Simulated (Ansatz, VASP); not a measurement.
CaO in VASP and in Ansatz

```xyz
2
Lattice="0.0445 2.3975 2.3975 2.3975 0.0445 2.3975 2.4420 2.4420 0.0000" Properties=species:S:1:pos:R:3 pbc="T T T"
Ca    0.0000    0.0000    0.0000
O     2.4420    2.4420    2.3975
```

Change from the starting cell: shear_xy strain +3.7%.

Alike in both runs: task single point; functional r2SCAN; k mesh 10 × 10 × 10; no spin polarisation.

|  | VASP | Ansatz |
| --- | --- | --- |
| version | VASP 6.6.1 | Ansatz 0.2.0 |
| potentials or method | VASP PAW PBE potentials, release 64 (Ca_sv, O) | plane waves, PAW |
| plane-wave cutoff (eV) | 520 | 500 |
| occupations | gaussian, width 0.01 eV | fixed |
| valence electrons in the cell | 16 | 16 |

```tsv
	VASP	Ansatz	Ansatz less VASP
gap on the k mesh at the Fermi level (eV)	4.11	4.12	+0.012
pressure (GPa)	1.1	0.0	-1.08
traceless stress, the component that is largest in VASP (GPa)	-2.91	-2.95	-0.037
```

VASP's potentials were made for PBE, not for r2SCAN.
